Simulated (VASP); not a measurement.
Set up this calculation in VASP 6.6.1, as the native input.

```yaml
Task: single point
Functional: PBE
Potentials_or_basis: VASP PAW PBE potentials, release 64 (Si, C)
Cutoff: 600 eV
k_mesh: 5 × 5 × 3
Occupations: gaussian, width 0.01 eV
Spin: no spin polarisation
Dipole_correction: no
Further_INCAR_settings: ALGO = Normal; EDIFF = 1e-06; NBANDS = 16
```

The structure of SiC (Moissanite) lies in POSCAR:

```
SiC
1.0
    3.0760000000      0.0000000000      0.0000000000
   -1.5380000000      2.6638940000      0.0000000000
    0.0000000000      0.0000000000      5.0480000000
Si C
2 2
Direct
    0.3333333333      0.6666666667      0.0000000000
    0.6666666667      0.3333333333      0.5000000000
    0.3333333333      0.6666666667      0.3850000000
    0.6666666667      0.3333333333      0.8850000000
```

One way to write it, as run:

INCAR

```
SYSTEM = SiC
ALGO = Normal
EDIFF = 1E-6
ENCUT = 600
GGA = PE
GGA_COMPAT = .FALSE.
ISIF = 2
ISMEAR = 0
LASPH = .TRUE.
LCHARG = .FALSE.
LREAL = .FALSE.
LWAVE = .FALSE.
NBANDS = 16
NELM = 120
PREC = Accurate
SIGMA = 0.01
```

KPOINTS

```
k-points
0
G
  5 5 3
  0 0 0
```

Potentials or basis: VASP PAW PBE potentials, release 64 (Si, C).

Run with:

```bash
$ cat potpaw_PBE.64/Si/POTCAR potpaw_PBE.64/C/POTCAR > POTCAR
$ mpirun -np 1 vasp_std > vasp.out
```

It gave:

```
Pressure               : 3.5 GPa
Largest force          : 0.739 eV/Å
Band gap on the k mesh : 2.80 eV, indirect (least direct gap 4.18 eV)
```

Caveat: the k points lie up to 0.47 Å⁻¹ apart.

It took 8.9 s on 1 thread of Intel(R) Xeon(R) Platinum 8488C (Sapphire Rapids) (shared host), peak memory 0.16 GiB.
